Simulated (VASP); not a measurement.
# Pt in VASP: a series of runs

The runs below take Pt through single point, with PBE.

All numbers are computed with VASP 6.6.1; they aren't measurements. Logs are shortened: lines on timing, memory, paths and dates and some standing lists are left out, and cuts for length are marked.

**1. The cell of the first run**

It takes space group Fm-3m (No. 225, cubic). Conventional cell: a = 4.112 Å, b = 4.112 Å, c = 4.112 Å, α = 90.00°, β = 90.00°, γ = 90.00°. Within 3.8 Å of Pt (site symmetry m-3m) lie 12 Pt at 2.91 Å.

**2. Single point, PBE (strain +0.050 along x and y, +0.050 along z)**

INCAR

```
SYSTEM = Pt
PREC = Accurate
ENCUT = 520
EDIFF = 1E-6
ISMEAR = 0
SIGMA = 0.15
LREAL = .FALSE.
LASPH = .TRUE.
NELM = 60
ALGO = Normal
ISIF = 2
LWAVE = .FALSE.
LCHARG = .TRUE.
GGA = PE
LELF = .TRUE.
LVHAR = .TRUE.
NBANDS = 11
```

KPOINTS

```
Automatic mesh
0
G
  20 20 20
  0 0 0
```

POSCAR

```
Pt
1.0
    0.0000000000      2.0557950000      2.0557950000
    2.0557950000      0.0000000000      2.0557950000
    2.0557950000      2.0557950000      0.0000000000
Pt
1
Direct
    0.0000000000      0.0000000000      0.0000000000
```

Potentials or basis: VASP PAW PBE potentials, release 64 (Pt).

Run with:

```console
$ cat potpaw_PBE.64/Pt/POTCAR > POTCAR
$ mpirun -np 1 vasp_std > vasp.out
```

OUTCAR:

```text
SYSTEM = Pt
   PREC = Accurate
   ENCUT = 520
   EDIFF = 1E-6
   ISMEAR = 0
   LREAL = .FALSE.
   LASPH = .TRUE.
   NELM = 60
   ISIF = 2
   GGA = PE

 ion  position               nearest neighbor table
   1  0.000  0.000  0.000-

  LATTYP: Found a face centered cubic cell.
 ALAT       =     4.1115900000

  Lattice vectors:

 A1 = (   0.0000000000,   2.0557950000,   2.0557950000)
 A2 = (   2.0557950000,   0.0000000000,   2.0557950000)
 A3 = (   2.0557950000,   2.0557950000,   0.0000000000)

Analysis of symmetry for initial positions (statically):
=====================================================================
 Subroutine PRICEL returns:
 Original cell was already a primitive cell.

 Routine SETGRP: Setting up the symmetry group for a
 face centered cubic supercell.

 Subroutine GETGRP returns: Found 48 space group operations
 (whereof 48 operations were pure point group operations)
 out of a pool of 48 trial point group operations.

The static configuration has the point symmetry O_h .

Analysis of symmetry for dynamics (positions and initial velocities):
=====================================================================
 Subroutine PRICEL returns:
 Original cell was already a primitive cell.

 Routine SETGRP: Setting up the symmetry group for a
 face centered cubic supercell.

 Subroutine GETGRP returns: Found 48 space group operations
 (whereof 48 operations were pure point group operations)
 out of a pool of 48 trial point group operations.

The dynamic configuration has the point symmetry O_h .

 Subroutine INISYM returns: Found 48 space group operations
 (whereof 48 operations are pure point group operations),
 and found     1 'primitive' translations

----------------------------------------------------------------------------------------

                                     Primitive cell

  volume of cell :      17.3768

  direct lattice vectors                    reciprocal lattice vectors
     0.000000000  2.055795000  2.055795000    -0.243214912  0.243214912  0.243214912
     2.055795000  0.000000000  2.055795000     0.243214912 -0.243214912  0.243214912
     2.055795000  2.055795000  0.000000000     0.243214912  0.243214912 -0.243214912

  length of vectors
     2.907333170  2.907333170  2.907333170     0.421260585  0.421260585  0.421260585

  position of ions in fractional coordinates (direct lattice)
     0.000000000  0.000000000  0.000000000

  ion indices of the primitive-cell ions
   primitive index   ion index
                 1           1

----------------------------------------------------------------------------------------

 KPOINTS: Automatic mesh

Automatic generation of k-mesh.
 Grid dimensions read from file:
 generate k-points for:   20   20   20

 Generating k-lattice:

  Cartesian coordinates                     Fractional coordinates (reciprocal lattice)
    -0.012160746  0.012160746  0.012160746     0.050000000  0.000000000  0.000000000
     0.012160746 -0.012160746  0.012160746     0.000000000  0.050000000  0.000000000
     0.012160746  0.012160746 -0.012160746     0.000000000  0.000000000  0.050000000

  Length of vectors
     0.021063029  0.021063029  0.021063029

  Shift w.r.t. Gamma in fractional coordinates (k-lattice)
     0.000000000  0.000000000  0.000000000

 Subroutine IBZKPT returns following result:
 ===========================================

 Found    256 irreducible k-points:

 Following reciprocal coordinates:
            Coordinates               Weight
  0.000000  0.000000  0.000000      1.000000
  0.050000  0.000000  0.000000      8.000000
  0.100000  0.000000  0.000000      8.000000
  0.150000  0.000000  0.000000      8.000000
  0.200000  0.000000  0.000000      8.000000
  0.250000  0.000000  0.000000      8.000000
[... 16 lines left out ...]
 -0.400000  0.050000  0.000000     24.000000
 -0.350000  0.050000  0.000000     24.000000
 [... further k-points ...]
   k-points           NKPTS =    256   k-points in BZ     NKDIM =    256   number of bands    NBANDS=     11
   number of dos      NEDOS =    301   number of ions     NIONS =      1
   total plane-waves  NPLWV =  13824
   dimension x,y,z NGX =    24 NGY =   24 NGZ =   24
   dimension x,y,z NGXF=    48 NGYF=   48 NGZF=   48
   ions per type =               1
   NGX,Y,Z   is equivalent  to a cutoff of  13.72, 13.72, 13.72 a.u.
   NGXF,Y,Z  is equivalent  to a cutoff of  27.45, 27.45, 27.45 a.u.
 SYSTEM =  Pt
   PREC   = accura    normal or accurate (medium, high low for compatibility)
   ISTART =      0    job   : 0-new  1-cont  2-samecut
   ICHARG =      2    charge: 1-file 2-atom 10-const
   ISPIN  =      1    spin polarized calculation?
   LNONCOLLINEAR =      F non collinear calculations
   LSORBIT =      F    spin-orbit coupling
   LASPH  =      T    aspherical Exc in radial PAW
   ENCUT  =  520.0 eV  38.22 Ry    6.18 a.u.   5.41  5.41  5.41*2*pi/ulx,y,z
   NELM   =     60;   NELMIN=  2; NELMDL= -5     # of ELM steps
   EDIFF  = 0.1E-05   stopping-criterion for ELM
   LREAL  =      F    real-space projection
   EDIFFG = 0.1E-04   stopping-criterion for IOM
   NSW    =      0    number of steps for IOM
   IBRION =     -1    ionic relax: 0-MD 1-quasi-New 2-CG
   NFREE  =      0    steps in history (QN), initial steepest desc. (CG)
   ISIF   =      2    stress and relaxation
   ISYM   =      2    0-nonsym 1-usesym 2-fastsym
   POTIM  = 0.5000    time-step for ionic-motion
   TEBEG  =    0.0;   TEEND  =   0.0 temperature during run
   PSTRESS=    0.0 pullay stress
   NELECT =      10.0000    total number of electrons
   NUPDOWN=      -1.0000    fix difference up-down
   EMIN   =  10.00;   EMAX   =-10.00  energy-range for DOS
   EFERMI =   0.00;   METHOD = LEGACY
   ISMEAR =     0;   SIGMA  =   0.15  broadening in eV -4-tet -1-fermi 0-gaus
   EFERMI_NEDOS =   21; number of points for ismear=-14 and -15
   IALGO  =     38    algorithm
   IMIX   =      4    mixing-type and parameters
     AMIX     =   0.40;   BMIX     =  1.00
     AMIX_MAG =   1.60;   BMIX_MAG =  1.00
  volume/ion in A,a.u.               =      17.38       117.26
  Fermi-wavevector in a.u.,A,eV,Ry     =   1.361711  2.573261 25.228705  1.854258
  Thomas-Fermi vector in A             =   2.488264
   LORBIT       =      0    0 simple, 1 ext, 2 COOP (PROOUT), +10 PAW based schemes
   GGA     = PE    functional components
   LHFCALC =     F    Hartree Fock is set to
   AEXX    =    0.0000 exact exchange contribution
   IVDW    =     0    specifies the selected vdW correction
   LEPSILON=     F    determine dielectric tensor
   LRPA    =     F    only Hartree local field effects (RPA)
 non-spin polarized calculation
 Gauss-broadening in eV      SIGMA  =   0.15
  energy-cutoff  :      520.00
  volume of cell :       17.38
 maximum number of plane-waves:       495
 NGX is ok and might be reduce to    24
   NGX = 11   NGY = 11   NGZ = 11

 number of electron      10.0000001 magnetization

 Free energy of the ion-electron system (eV)
  ---------------------------------------------------
  ext. energy  EPLUGINS =         0.00000000
  ---------------------------------------------------
  free energy    TOTEN  =        -5.98930227 eV

  energy without entropy =       -5.96463774  energy(sigma->0) =       -5.97697000

 E-fermi :   8.7418     XC(G=0): -12.6511

 val. band max:        8.7398372064   @ k =  -0.4000   0.3500   0.1000
 cond. band min:       8.7423478856   @ k =   0.4000   0.1000   0.0000
 fundamental gap:      0.0025106791
 Fermi energy:         8.7418123235

 k-point     1 :       0.0000    0.0000    0.0000
  band No.  band energies     occupation
      1       0.0250      2.00000
      2       5.7395      2.00000
      3       5.7395      2.00000
      4       5.7395      2.00000
      5       7.4415      2.00000
      6       7.4415      2.00000
      7      23.6620      0.00000
      8      27.8392      0.00000
      9      27.8392      0.00000
     10      27.8392      0.00000
     11      32.6936      0.00000

 k-point     2 :       0.0500    0.0000    0.0000
  band No.  band energies     occupation
      1       0.1131      2.00000
      2       5.7047      2.00000
      3       5.7723      2.00000
      4       5.7723      2.00000
      5       7.4246      2.00000
      6       7.4246      2.00000
      7      23.7830      0.00000
      8      27.2883      0.00000
      9      27.9581      0.00000
     10      27.9581      0.00000
     11      33.2297      0.00000

 k-point     3 :       0.1000    0.0000    0.0000
  band No.  band energies     occupation
      1       0.3719      2.00000
      2       5.6124      2.00000
      3       5.8610      2.00000
      4       5.8610      2.00000
      5       7.3862      2.00000
      6       7.3862      2.00000
      7      24.1063      0.00000
      8      26.0795      0.00000
      9      28.3021      0.00000
     10      28.3021      0.00000
     11      33.6203      0.00000

 k-point     4 :       0.1500    0.0000    0.0000
  band No.  band energies     occupation
      1       0.7828      2.00000
      2       5.4978      2.00000
      3       5.9722      2.00000
      4       5.9722      2.00000
      5       7.3645      2.00000
      6       7.3645      2.00000
      7      24.2870      0.00000
      8      24.8674      0.00000
      9      28.8273      0.00000
     10      28.8273      0.00000
     11      32.3425      0.00000
[... 239 lines left out ...]
 k-point    22 :      -0.4500    0.0500    0.0000
  band No.  band energies     occupation
      1       2.8475      2.00000
      2       5.6656      2.00000
      3       5.7585      2.00000
      4       7.9285      2.00000
      5       8.6640      1.53684
      6       9.5035      0.00000
      7      13.8772      0.00000
      8      23.3261      0.00000
      9      26.2912      0.00000
     10      26.8252      0.00000
     11      34.5510      0.00000

 k-point    23 :      -0.4000    0.0500    0.0000
  band No.  band energies     occupation
      1       2.8278      2.00000
      2       5.7227      2.00000
      3       5.8012      2.00000
      4       7.3797      2.00000
      5       8.4399      1.99558
      6       9.0487      0.00381
      7      15.1508      0.00000
      8      23.5268      0.00000
      9      26.4763      0.00000
     10      27.4809      0.00000
     11      33.8109      0.00000

 k-point    24 :      -0.3500    0.0500    0.0000
  band No.  band energies     occupation
      1       2.7466      2.00000
      2       5.8110      2.00000
      3       5.8809      2.00000
      4       6.5670      2.00000
      5       8.1268      2.00000
      6       8.6526      1.59981
      7      16.8502      0.00000
      8      23.8864      0.00000
      9      26.9496      0.00000
     10      28.4611      0.00000
     11      32.7077      0.00000

 [... further k-points ...]
[... 5 lines left out ...]
  --------------------------------------------------------------------------------------
  -------------------------------------------------------------------------------------
  Total       -2.1375649     -2.1375649     -2.1375649     -0.0000000     -0.0000000     -0.0000000
  in kB     -197.0881317   -197.0881317   -197.0881317     -0.0000000     -0.0000000     -0.0000000
  external PRESSURE =    -197.0881317 kB  Pullay stress =       0.0000000 kB

 VOLUME and BASIS-vectors are now :
 -----------------------------------------------------------------------------
  energy-cutoff  :      520.00
  volume of cell :       17.38
      direct lattice vectors                 reciprocal lattice vectors
     0.000000000  2.055795000  2.055795000    -0.243214912  0.243214912  0.243214912
     2.055795000  0.000000000  2.055795000     0.243214912 -0.243214912  0.243214912
     2.055795000  2.055795000  0.000000000     0.243214912  0.243214912 -0.243214912

 POSITION                                       TOTAL-FORCE (eV/Angst)
 -----------------------------------------------------------------------------------
      0.00000      0.00000      0.00000         0.000000      0.000000      0.000000
 -----------------------------------------------------------------------------------
    total drift:                               -0.000000      0.000000     -0.000000

  FREE ENERGIE OF THE ION-ELECTRON SYSTEM (eV)
  ---------------------------------------------------
  free  energy   TOTEN  =        -5.9893022657 eV

  energy  without entropy=       -5.9646377380  energy(sigma->0) =       -5.97697000
```

It took 1.7 min on 1 thread of AMD EPYC 7R13, shared host; peak memory 0.15 GiB.

What came out:

- Free energy: -5.9893 eV
- Pressure: -19.7 GPa
- Band gap on the k mesh: zero (band 5 reaches 9.11 eV, above the bottom of band 6 at 7.36 eV)

Caveat: the cell differs from its parent crystal (strain +0.050 along x and y, +0.050 along z); spin-orbit coupling is left out, which moves the levels of the heavy elements.

**3. Single point, PBE (strain -0.050 along x and y, -0.025 along z)**

INCAR

```
SYSTEM = Pt
  PREC = Accurate
  ENCUT = 520
  EDIFF = 1E-7
  ISMEAR = 0
  SIGMA = 0.15
  LREAL = .FALSE.
  LASPH = .TRUE.
  NELM = 100
  ALGO = Fast
  ISIF = 2
  LWAVE = .FALSE.
  LCHARG = .FALSE.
  GGA = PE
  NBANDS = 11
```

KPOINTS is that of step 2.

POSCAR

```
Pt
1.0
    0.0000000000      1.8600050000      1.9089525000
    1.8600050000      0.0000000000      1.9089525000
    1.8600050000      1.8600050000      0.0000000000
Pt
1
Direct
    0.0000000000      0.0000000000      0.0000000000
```

Potentials or basis: VASP PAW PBE potentials, release 64 (Pt).

Run with:

```console
$ cat potpaw_PBE.64/Pt/POTCAR > POTCAR
$ mpirun -np 1 vasp_std > vasp.out
```

Run time: 3.6 min. Hardware: 1 thread of AMD EPYC 7R13, shared host; peak memory 0.18 GiB.

The run converged. Its results:

```yaml
Free_energy: -5.6902 eV
Pressure: 65.8 GPa
Band_gap_on_the_k_mesh: zero (band 5 reaches 14.85 eV, above the bottom of band 6 at 11.86 eV)
```

Stress tensor (GPa, compression positive):
```
67.49  0.00  0.00
 0.00 67.49  0.00
 0.00  0.00 62.44
```

Levels at points of the mesh, in eV from the Fermi level:
```csv
k point,band 3,band 4,band 5,band 6,band 7,band 8
"(0.00, 0.00, 0.00)",-4.58,-4.58,-2.26,-1.81,14.13,19.31
"(0.50, 0.00, 0.00)",-4.62,-1.04,-0.03,0.16,6.96,13.73
"(0.50, 0.50, 0.00)",0.05,0.63,0.63,1.16,9.95,12.11
"(0.50, 0.00, 0.50)",0.01,0.48,0.82,1.72,10.71,11.48
```

Caveat: the cell differs from its parent crystal (strain -0.050 along x and y, -0.025 along z); spin-orbit coupling is left out, which moves the levels of the heavy elements.

**4. Single point, PBE (strain -0.050 along x and y, +0.000 along z)**

INCAR

```
PREC = Accurate ; ENCUT = 520
EDIFF = 1E-7 ; ISMEAR = 0
SIGMA = 0.15 ; LREAL = F
LASPH = T ; NELM = 80
ALGO = Fast ; ISIF = 2
LWAVE = F ; LCHARG = T
GGA = PE ; LELF = T
LVHAR = T ; NBANDS = 11
```

KPOINTS

```
regular mesh
0
Gamma
  20 20 20
```

POSCAR

```
Pt
1.0
    0.0000000000      1.8600050000      1.9579000000
    1.8600050000      0.0000000000      1.9579000000
    1.8600050000      1.8600050000      0.0000000000
Pt
1
Direct
    0.0000000000      0.0000000000      0.0000000000
```

Run with:

```console
$ cat potpaw_PBE.64/Pt/POTCAR > POTCAR
$ mpirun -np 1 vasp_std > vasp.out
```

Run time: 4 min. Hardware: 1 thread of AMD EPYC 7R13, shared host; peak memory 0.18 GiB.

The run converged. Its results:

```yaml
Free_energy: -5.8048 eV
Pressure: 52.6 GPa
Band_gap_on_the_k_mesh: zero (band 5 reaches 14.42 eV, above the bottom of band 6 at 11.40 eV)
```

Stress tensor (GPa, compression positive):
```
55.80  0.00  0.00
 0.00 55.80  0.00
 0.00  0.00 46.07
```

Levels at points of the mesh, in eV from the Fermi level:
| k point | band 2 | band 3 | band 4 | band 5 | band 6 | band 7 | band 8 | band 9 |
| --- | --- | --- | --- | --- | --- | --- | --- | --- |
| (0.00, 0.00, 0.00) | -4.96 | -4.25 | -4.25 | -2.39 | -1.52 | 14.30 | 18.82 | 20.38 |
| (0.50, 0.00, 0.00) | -4.93 | -4.25 | -0.91 | -0.10 | 0.23 | 6.76 | 13.80 | 19.31 |
| (0.50, 0.50, 0.00) | -7.84 | 0.09 | 0.58 | 0.58 | 0.88 | 9.18 | 12.37 | 12.37 |
| (0.50, 0.00, 0.50) | -7.82 | -0.03 | 0.30 | 0.96 | 1.96 | 10.65 | 11.17 | 11.69 |

Caveat: the cell differs from its parent crystal (strain -0.050 along x and y, +0.000 along z); spin-orbit coupling is left out, which moves the levels of the heavy elements.

(Continued in part 2 of 2.)
